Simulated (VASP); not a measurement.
Crystal: PbS (Galena).

```
CELL_PARAMETERS angstrom
0.00000 2.98539 2.98539
2.98539 0.00000 2.98539
2.98539 2.98539 0.00000
ATOMIC_POSITIONS crystal
Pb 0.00000 0.00000 0.00000
S 0.50000 0.50000 0.50000
```

Base run:

```yaml
Program: VASP 6.6.1
Functional: PBE
Potentials_or_basis: VASP PAW PBE potentials, release 64 (Pb_d, S)
Cutoff: 520 eV
k_mesh: 8 × 8 × 8
Occupations: fermi-dirac, width 0.05 eV
Spin: no spin polarisation
```

Its results: band gap on the k mesh 0.44 eV, direct; pressure 1.0 GPa.

Question: After a change of settings the same cell gave: band gap on the k mesh 0.53 eV, direct; pressure 2.9 GPa. Which change was it?
A. functional from PBE to revPBE; dispersion from none to D3(BJ)
B. functional from PBE to r2SCAN; further incar settings from ALGO = Normal; EDIFF = 1e-06; NBANDS = 17 to ALGO = Normal; EDIFF = 1e-07; NBANDS = 17
C. functional from PBE to SVWN5
D. functional from PBE to RPBE

Answer: D.

RPBE binds less tightly than PBE, so the same cell stands under more pressure.

Caveats: spin-orbit coupling is left out, which moves the levels of the heavy elements; the PAW data sets were made with another functional, which shifts forces and pressure a little (some runs).
